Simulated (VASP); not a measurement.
Here is a VASP 6.6.1 calculation.

INCAR

```
PREC = Accurate
ENCUT = 520
EDIFF = 1E-6
ISMEAR = -1
SIGMA = 0.05
LREAL = False
LASPH = True
NELM = 80
ALGO = Normal
ISIF = 2
LWAVE = False
LCHARG = False
GGA = CA
NBANDS = 16
```

File KPOINTS:

```
regular mesh
0
Gamma
  8 8 12
```

The input POSCAR:

```
Se
1.0
    4.3295657235      0.0000000000      0.0000000000
   -2.1647828618      3.7495139039      0.0000000000
    0.0000000000      0.0000000000      2.4726337560
Se
3
Direct
    0.0000000000      0.0000000000      0.0000000000
    0.3333333333      0.6666666667      0.5000000000
    0.6666666667      0.3333333333      0.5000000000
```

Potentials or basis: VASP PAW LDA potentials, release 64 (Se).

Run with:

```bash
$ cat potpaw_LDA.64/Se/POTCAR > POTCAR
$ mpirun -np 1 vasp_std > vasp.out
```

Task: Estimate the band gap on the k mesh.

Result: Zero (bands 9 and 10 overlap by 9.11 eV).

Task: Predict the pressure.

Result: 73.2 GPa.

Stress tensor (GPa, compression positive):
```
73.10  0.00  0.00
 0.00 73.10  0.00
 0.00  0.00 73.40
```

Caveat: the cell stands under pressure.
